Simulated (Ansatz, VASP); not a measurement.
One calculation of Na2Sb, two programs

```
Na Sb
1.0
     5.41147    0.00000    0.00000
     0.00000    5.41147    0.00000
     0.00000    0.00000    3.45691
Na Sb
2 1
Direct
  0.50000 0.00000 0.50000
  0.00000 0.50000 0.50000
  0.00000 0.00000 0.00000
```

Alike in both runs: task single point; functional PBE; k mesh 10 × 10 × 14; occupations gaussian, width 0.1 eV; no spin polarisation.

|  | VASP | Ansatz |
| --- | --- | --- |
| version | VASP 6.6.1 | Ansatz 0.2.0 |
| potentials or method | VASP PAW PBE potentials, release 64 (Na_pv, Sb), cutoff 520 eV | scalar-relativistic, plane waves, PAW |
| valence electrons in the cell | 19 | 33 |

|  | VASP | Ansatz | Ansatz less VASP |
| --- | --- | --- | --- |
| gap on the k mesh at the Fermi level (eV) | none | none | - |
| pressure (GPa) | 0.0 | 0.0 | -0.03 |

A gap of «none» marks a metal or a gap that the smearing closes. VASP's potentials hold 19 valence electrons a cell and Ansatz's 33, so a difference there can come from the potentials and not from the codes.

Neither program's run includes spin-orbit coupling.
